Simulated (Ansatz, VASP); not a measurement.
**Ga: VASP beside Ansatz**

The input INCAR:

```
SYSTEM = Ga
  ALGO = Fast
  EDIFF = 1E-6
  EDIFFG = -0.04
  ENCUT = 600
  GGA = PE
  IBRION = 2
  ISIF = 3
  ISMEAR = 0
  LASPH = .TRUE.
  LCHARG = .FALSE.
  LREAL = .FALSE.
  LWAVE = .FALSE.
  NELM = 100
  NSW = 90
  PREC = Accurate
  SIGMA = 0.1
```

File KPOINTS:

```
k-points
0
G
  6 6 4
  0 0 0
```

File POSCAR:

```
Ga
1.0
    2.6872241500      0.0000000000      0.0000000000
    0.0000000000      2.6872241500      0.0000000000
    0.0000000000      0.0000000000      5.8403992600
Ga
2
Direct
    0.5000000000      0.5000000000      0.2255427600
    0.5000000000      0.5000000000      0.7744572400
```

Input for Ansatz:

```yaml
crystal:
  lattice:
    - [2.68722415, 0.0, 0.0]
    - [0.0, 2.68722415, 0.0]
    - [0.0, 0.0, 5.84039926]
  atoms:
    - { symbol: Ga, position: [0.5, 0.5, 0.22554276] }
    - { symbol: Ga, position: [0.5, 0.5, 0.77445724] }
basis:
  ecutwfc: 420
kpoints:
  mp_grid: { grid: [6, 6, 4] }
hamiltonian:
  xc: pbe
scf:
  occupations: { method: gaussian, width: 0.1 }
  lower_state_search: "off"
output:
  forces: true
  stress: true
  eigenvalues: true
relax:
  adjacent_minimum: "off"
  f_tol: 0.04
  max_steps: 70
  cell: { stress_tol: 0.4 }
```

Alike in both runs: task relaxation of cell and atoms; functional PBE; k mesh 6 × 6 × 4; occupations gaussian, width 0.1 eV; no spin polarisation.

|  | VASP | Ansatz |
| --- | --- | --- |
| version | VASP 6.6.1 | Ansatz 0.2.0 |
| potentials or method | VASP PAW PBE potentials, release 64 (Ga_d), cutoff 600 eV | scalar-relativistic, plane waves, PAW |
| valence electrons in the cell | 26 | 26 |

VASP gave:

```
gap on the k mesh at the Fermi level, each at its own relaxed structure (eV) : none
relaxed volume (Å³/atom)                                                     : 20.41
relaxed cell length with the largest relative difference (Å)                 : 5.324
```

Question: Which values does Ansatz return?

Answer: gap on the k mesh at the Fermi level, each at its own relaxed structure (eV): none; relaxed volume (Å³/atom): 20.33; relaxed cell length with the largest relative difference (Å): 5.317.

A gap of «none» marks a metal or a gap that the smearing closes.

The k mesh is coarse, so the values compare programs but aren't converged.
